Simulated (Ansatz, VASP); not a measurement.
AlIr: VASP beside Ansatz

```xyz
2
Lattice="2.9946 0.0000 0.0000 0.0000 2.9946 0.0000 0.0000 0.0000 2.9946" Properties=species:S:1:pos:R:3 pbc="T T T"
Al    0.0000    0.0000    0.0000
Ir    1.4973    1.4973    1.4973
```

Alike in both runs: task single point; functional PBEsol; k mesh 10 × 10 × 10; occupations fermi-dirac, width 0.05 eV; no spin polarisation.

|  | VASP | Ansatz |
| --- | --- | --- |
| version | VASP 6.6.1 | Ansatz 0.2.0 |
| potentials or method | VASP PAW PBE potentials, release 64 (Al, Ir), cutoff 520 eV | all-electron LAPW, scalar-relativistic |

VASP gave:

* pressure (GPa): -0.7

Q: Which values does Ansatz return?

A: Pressure (GPa): -1.1.

VASP's potentials were made for PBE, not for PBEsol. Ansatz ran all-electron here, and VASP with PAW potentials.

Neither program's run includes spin-orbit coupling.
